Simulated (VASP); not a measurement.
# CaSe (Fm-3m) in VASP: single point with PBE

Aim: the single point of CaSe with PBE.

Everything below comes from runs of VASP 6.6.1. Logs are shortened: lines on timing, memory, paths and dates and some standing lists are left out, and cuts for length are marked.

### Step 1. The cell of the first run

The structure is cubic, space group Fm-3m (No. 225). The conventional cell has a = 5.912 Å, b = 5.912 Å, c = 5.912 Å, α = 90.00°, β = 90.00°, γ = 90.00°. Within 3.9 Å of Ca (site symmetry m-3m) lie 6 Se at 2.96 Å. Within 3.9 Å of Se (site symmetry m-3m) lie 6 Ca at 2.96 Å.

### Step 2. Single point, PBE

Contents of INCAR:

```
PREC = Accurate ; ENCUT = 520
EDIFF = 1E-6 ; ISMEAR = 0
SIGMA = 0.1 ; LREAL = Auto
LASPH = T ; NELM = 100
ALGO = Normal ; ISIF = 2
LWAVE = F ; LCHARG = F
GGA = PE ; ISYM = 0
NBANDS = 78
```

Contents of KPOINTS:

```
Automatic mesh
0
Gamma
  2 2 2
  0.5 0.5 0.5
```

Contents of POSCAR:

```
CaSe
1.0
   -5.9120000000      0.0000000000      5.9120000000
   -5.9120000000     -5.9120000000      0.0000000000
    0.0000000000     -5.9120000000      5.9120000000
Ca Se
8 8
Direct
    0.0000000000      0.5000000000      0.0000000000
    0.0000000000      0.0000000000      0.0000000000
    0.0000000000      0.5000000000      0.5000000000
    0.0000000000      0.0000000000      0.5000000000
    0.5000000000      0.5000000000      0.0000000000
    0.5000000000      0.0000000000      0.0000000000
    0.5000000000      0.5000000000      0.5000000000
    0.5000000000      0.0000000000      0.5000000000
    0.2500000000      0.7500000000      0.2500000000
    0.2500000000      0.2500000000      0.2500000000
    0.2500000000      0.7500000000      0.7500000000
    0.2500000000      0.2500000000      0.7500000000
    0.7500000000      0.7500000000      0.2500000000
    0.7500000000      0.2500000000      0.2500000000
    0.7500000000      0.7500000000      0.7500000000
    0.7500000000      0.2500000000      0.7500000000
```

Potentials or basis: VASP PAW PBE potentials, release 64 (Ca_sv, Se).

Run with:

```bash
> cat potpaw_PBE.64/Ca_sv/POTCAR potpaw_PBE.64/Se/POTCAR > POTCAR
> mpirun -np 1 vasp_std > vasp.out
```

OUTCAR:

```text
PREC = Accurate
   ENCUT = 520
   EDIFF = 1E-6
   ISMEAR = 0
   LREAL = Auto
   LASPH = T
   NELM = 100
   ISIF = 2
   GGA = PE
   ISYM = 0

 ion  position               nearest neighbor table
   1  0.000  0.500  0.000-  10 2.96  11 2.96  12 2.96  13 2.96  14 2.96  15 2.96
   2  0.000  0.000  0.000-   9 2.96  11 2.96  12 2.96  13 2.96  14 2.96  16 2.96
   3  0.000  0.500  0.500-   9 2.96  10 2.96  12 2.96  13 2.96  15 2.96  16 2.96
   4  0.000  0.000  0.500-   9 2.96  10 2.96  11 2.96  14 2.96  15 2.96  16 2.96
   5  0.500  0.500  0.000-   9 2.96  10 2.96  11 2.96  14 2.96  15 2.96  16 2.96
   6  0.500  0.000  0.000-   9 2.96  10 2.96  12 2.96  13 2.96  15 2.96  16 2.96
[... 8 lines left out ...]
  15  0.750  0.750  0.750-   1 2.96   3 2.96   4 2.96   5 2.96   6 2.96   8 2.96
  16  0.750  0.250  0.750-   2 2.96   3 2.96   4 2.96   5 2.96   6 2.96   7 2.96

IMPORTANT INFORMATION: All symmetrisations will be switched off!
NOSYMM: (Re-)initialisation of all symmetry stuff for point group C_1.

----------------------------------------------------------------------------------------

                                     Primitive cell

  volume of cell :     413.2694

  direct lattice vectors                    reciprocal lattice vectors
    -5.912000000  0.000000000  5.912000000    -0.084573748  0.084573748  0.084573748
    -5.912000000 -5.912000000  0.000000000    -0.084573748 -0.084573748 -0.084573748
     0.000000000 -5.912000000  5.912000000     0.084573748 -0.084573748  0.084573748

  length of vectors
     8.360830581  8.360830581  8.360830581     0.146486029  0.146486029  0.146486029

  position of ions in fractional coordinates (direct lattice)
     0.000000000  0.500000000  0.000000000
     0.000000000  0.000000000  0.000000000
     0.000000000  0.500000000  0.500000000
     0.000000000  0.000000000  0.500000000
     0.500000000  0.500000000  0.000000000
     0.500000000  0.000000000  0.000000000
[... 8 lines left out ...]
     0.750000000  0.750000000  0.750000000
     0.750000000  0.250000000  0.750000000

  ion indices of the primitive-cell ions
   primitive index   ion index
                 1           1
                 2           2
                 3           3
                 4           4
                 5           5
                 6           6
[... 8 lines left out ...]
                15          15
                16          16

----------------------------------------------------------------------------------------

 KPOINTS: Automatic mesh

Automatic generation of k-mesh.
 Grid dimensions read from file:
 generate k-points for:    2    2    2

 Generating k-lattice:

  Cartesian coordinates                     Fractional coordinates (reciprocal lattice)
    -0.042286874  0.042286874  0.042286874     0.500000000  0.000000000  0.000000000
    -0.042286874 -0.042286874 -0.042286874     0.000000000  0.500000000  0.000000000
     0.042286874 -0.042286874  0.042286874     0.000000000  0.000000000  0.500000000

  Length of vectors
     0.073243015  0.073243015  0.073243015

  Shift w.r.t. Gamma in fractional coordinates (k-lattice)
     0.500000000  0.500000000  0.500000000

 Subroutine IBZKPT returns following result:
 ===========================================

 Found     16 irreducible k-points:

 Following reciprocal coordinates:
            Coordinates               Weight
  0.250000  0.250000  0.250000      2.000000
  0.250000  0.000000  0.000000      2.000000
  0.000000  0.000000 -0.250000      2.000000
  0.000000  0.250000  0.000000      2.000000
 -0.250000  0.250000  0.250000      2.000000
  0.250000 -0.250000  0.250000      2.000000
[... 8 lines left out ...]
  0.000000  0.250000  0.500000      2.000000
  0.500000  0.250000  0.000000      2.000000
   k-points           NKPTS =     16   k-points in BZ     NKDIM =     16   number of bands    NBANDS=     78
   number of dos      NEDOS =    301   number of ions     NIONS =     16
   total plane-waves  NPLWV = 262144
   dimension x,y,z NGX =    64 NGY =   64 NGZ =   64
   dimension x,y,z NGXF=   128 NGYF=  128 NGZF=  128
   ions per type =               8   8
   NGX,Y,Z   is equivalent  to a cutoff of  12.73, 12.73, 12.73 a.u.
   NGXF,Y,Z  is equivalent  to a cutoff of  25.45, 25.45, 25.45 a.u.
 SYSTEM =  unknown system
   PREC   = accura    normal or accurate (medium, high low for compatibility)
   ISTART =      0    job   : 0-new  1-cont  2-samecut
   ICHARG =      2    charge: 1-file 2-atom 10-const
   ISPIN  =      1    spin polarized calculation?
   LNONCOLLINEAR =      F non collinear calculations
   LSORBIT =      F    spin-orbit coupling
   LASPH  =      T    aspherical Exc in radial PAW
   ENCUT  =  520.0 eV  38.22 Ry    6.18 a.u.  15.55 15.55 15.55*2*pi/ulx,y,z
   NELM   =    100;   NELMIN=  2; NELMDL= -5     # of ELM steps
   EDIFF  = 0.1E-05   stopping-criterion for ELM
   LREAL  =      T    real-space projection
   EDIFFG = 0.1E-04   stopping-criterion for IOM
   NSW    =      0    number of steps for IOM
   IBRION =     -1    ionic relax: 0-MD 1-quasi-New 2-CG
   NFREE  =      0    steps in history (QN), initial steepest desc. (CG)
   ISIF   =      2    stress and relaxation
   ISYM   =      0    0-nonsym 1-usesym 2-fastsym
   POTIM  = 0.5000    time-step for ionic-motion
   TEBEG  =    0.0;   TEEND  =   0.0 temperature during run
   PSTRESS=    0.0 pullay stress
   NELECT =     128.0000    total number of electrons
   NUPDOWN=      -1.0000    fix difference up-down
   EMIN   =  10.00;   EMAX   =-10.00  energy-range for DOS
   EFERMI =   0.00;   METHOD = LEGACY
   ISMEAR =     0;   SIGMA  =   0.10  broadening in eV -4-tet -1-fermi 0-gaus
   EFERMI_NEDOS =   21; number of points for ismear=-14 and -15
   IALGO  =     38    algorithm
   IMIX   =      4    mixing-type and parameters
     AMIX     =   0.40;   BMIX     =  1.00
     AMIX_MAG =   1.60;   BMIX_MAG =  1.00
  volume/ion in A,a.u.               =      25.83       174.30
  Fermi-wavevector in a.u.,A,eV,Ry     =   1.107645  2.093145 16.692666  1.226876
  Thomas-Fermi vector in A             =   2.244161
   LORBIT       =      0    0 simple, 1 ext, 2 COOP (PROOUT), +10 PAW based schemes
   GGA     = PE    functional components
   LHFCALC =     F    Hartree Fock is set to
   AEXX    =    0.0000 exact exchange contribution
   IVDW    =     0    specifies the selected vdW correction
   LEPSILON=     F    determine dielectric tensor
   LRPA    =     F    only Hartree local field effects (RPA)
 non-spin polarized calculation
 Gauss-broadening in eV      SIGMA  =   0.10
  energy-cutoff  :      520.00
  volume of cell :      413.27
 maximum number of plane-waves:     11146
 NGX is ok and might be reduce to    64
   NGX = 31   NGY = 31   NGZ = 31

 number of electron     127.9999984 magnetization

 Free energy of the ion-electron system (eV)
  ---------------------------------------------------
  ext. energy  EPLUGINS =         0.00000000
  ---------------------------------------------------
  free energy    TOTEN  =       -75.84697220 eV

  energy without entropy =      -75.84697220  energy(sigma->0) =      -75.84697220

 E-fermi :   2.7726     XC(G=0):  -9.1623

 val. band max:        2.2169093210   @ k =   0.0000   0.0000  -0.2500
 cond. band min:       4.9255698671   @ k =   0.2500   0.0000   0.0000
 fundamental gap:      2.7086605461
 Fermi energy:         2.7725652299

 k-point     1 :       0.2500    0.2500    0.2500
  band No.  band energies     occupation
      1     -37.2846      2.00000
      2     -37.2797      2.00000
      3     -37.2784      2.00000
      4     -37.2784      2.00000
      5     -37.2784      2.00000
      6     -37.2768      2.00000
[... 68 lines left out ...]
     75       6.7852      0.00000
     76       7.1419      0.00000

 k-point     2 :       0.2500    0.0000    0.0000
  band No.  band energies     occupation
      1     -37.2846      2.00000
      2     -37.2797      2.00000
      3     -37.2784      2.00000
      4     -37.2784      2.00000
      5     -37.2784      2.00000
      6     -37.2768      2.00000
[... 68 lines left out ...]
     75       6.7852      0.00000
     76       7.1419      0.00000

 k-point     3 :       0.0000    0.0000   -0.2500
  band No.  band energies     occupation
      1     -37.2846      2.00000
      2     -37.2797      2.00000
      3     -37.2784      2.00000
      4     -37.2784      2.00000
      5     -37.2784      2.00000
      6     -37.2768      2.00000
[... 1016 lines left out ...]
     75       7.0655      0.00000
     76       7.4893      0.00000

 k-point    16 :       0.5000    0.2500    0.0000
  band No.  band energies     occupation
      1     -37.2823      2.00000
      2     -37.2807      2.00000
      3     -37.2791      2.00000
      4     -37.2784      2.00000
      5     -37.2784      2.00000
      6     -37.2775      2.00000
[... 68 lines left out ...]
     75       7.0656      0.00000
     76       7.4800      0.00000
 [bands above 76 left out]

------------------------ aborting loop because EDIFF is reached ----------------------------------------

  FORCE on cell =-STRESS in cart. coord.  units (eV):
  Direction    XX          YY          ZZ          XY          YZ          ZX
  --------------------------------------------------------------------------------------
  -------------------------------------------------------------------------------------
  Total        3.4356931      3.4356175      3.4356331     -0.0000022     -0.0000258     -0.0000240
  in kB       13.3196149     13.3193220     13.3193823     -0.0000086     -0.0001001     -0.0000931
  external PRESSURE =      13.3194397 kB  Pullay stress =       0.0000000 kB

 VOLUME and BASIS-vectors are now :
 -----------------------------------------------------------------------------
  energy-cutoff  :      520.00
  volume of cell :      413.27
      direct lattice vectors                 reciprocal lattice vectors
    -5.912000000  0.000000000  5.912000000    -0.084573748  0.084573748  0.084573748
    -5.912000000 -5.912000000  0.000000000    -0.084573748 -0.084573748 -0.084573748
     0.000000000 -5.912000000  5.912000000     0.084573748 -0.084573748  0.084573748

 POSITION                                       TOTAL-FORCE (eV/Angst)
 -----------------------------------------------------------------------------------
     -2.95600     -2.95600      0.00000        -0.000026      0.000015      0.000000
      0.00000      0.00000      0.00000        -0.000026     -0.000004     -0.000006
     -2.95600     -5.91200      2.95600         0.000013      0.000005      0.000020
      0.00000     -2.95600      2.95600         0.000030      0.000001      0.000012
     -5.91200     -2.95600      2.95600        -0.000002      0.000008     -0.000022
     -2.95600      0.00000      2.95600         0.000031     -0.000024     -0.000003
[... 8 lines left out ...]
     -8.86800     -8.86800      8.86800        -0.000001     -0.000005      0.000004
     -5.91200     -5.91200      8.86800        -0.000003     -0.000010     -0.000006
 -----------------------------------------------------------------------------------
    total drift:                                0.000030      0.000018      0.000012

  FREE ENERGIE OF THE ION-ELECTRON SYSTEM (eV)
  ---------------------------------------------------
  free  energy   TOTEN  =       -75.8469722011 eV

  energy  without entropy=      -75.8469722011  energy(sigma->0) =      -75.84697220
```

Wall time 28 min (1 thread of AMD EPYC 7R43 (Zen 3), shared host); peak memory 0.69 GiB.

What came out:

| Quantity | Value |
| --- | --- |
| Free energy | -75.8470 eV |
| Pressure | 1.3 GPa |
| Band gap on the k mesh | 2.71 eV |

Levels at points of the mesh, in eV from the valence-band top:
| k point | band 62 | band 63 | band 64 | band 65 | band 66 | band 67 |
| --- | --- | --- | --- | --- | --- | --- |
| (0.25, 0.25, 0.25) | -0.53 | 0.00 | 0.00 | 2.71 | 2.71 | 2.71 |

A k mesh can miss the band edges.
